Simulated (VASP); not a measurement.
Here is a VASP 6.6.1 calculation.

The input INCAR:

```
ALGO = Normal
EDIFF = 1E-7
ENCUT = 520
GGA = PE
ISIF = 2
ISMEAR = 0
LASPH = T
LCHARG = T
LELF = T
LREAL = F
LVHAR = T
LWAVE = F
NBANDS = 62
NELM = 60
PREC = Accurate
SIGMA = 0.1
```

KPOINTS

```
k-points
0
Gamma
  2 2 3
```

Contents of POSCAR:

```
CsYCdS3
1.0
    8.1980800000      1.8617460000      0.5612140000
   -1.2532990000      7.2134590000     -0.3287980000
   -0.1034190000     -0.0069560000      5.7079400000
Cs Y Cd S
2 2 2 6
Direct
    0.1654075248      0.2798772636      0.6549688795
    0.5129626816      0.3787326286      0.1202571668
    0.0428743179      0.9534132809      0.1871336616
    0.7230434213      0.9663081098      0.7590754429
    0.8247338618      0.5580297592      0.6572393682
    0.4314776369      0.8724681199      0.0954250539
    0.0288284529      0.4632046153      0.1664402253
    0.1947501304      0.6224864257      0.2706420867
    0.7955257924      0.1543408833      0.4159855853
    0.0105823882      0.9007375280      0.6725052669
    0.5981497550      0.7676897469      0.4828102322
    0.3253954471      0.8464892956      0.6110552155
```

Potentials or basis: VASP PAW PBE potentials, release 64 (Cs_sv, Y_sv, Cd, S).

Command:

```console
$ cat potpaw_PBE.64/Cs_sv/POTCAR potpaw_PBE.64/Y_sv/POTCAR potpaw_PBE.64/Cd/POTCAR potpaw_PBE.64/S/POTCAR > POTCAR
$ mpirun -np 1 vasp_std > vasp.out
```

Q: Estimate the largest force.

A: 2.692 eV/Å.

Q: What does it give for the pressure?

A: 4.0 GPa.

Q: Predict the band gap on the k mesh.

A: Zero (band 50 reaches 3.28 eV, above the bottom of band 51 at 3.25 eV).

Stress tensor (GPa, compression positive):
```
4.66 1.86 2.50
1.86 5.51 0.68
2.50 0.68 1.82
```

Caveat: the k points lie up to 0.43 Å⁻¹ apart; spin-orbit coupling is left out, which moves the levels of the heavy elements.
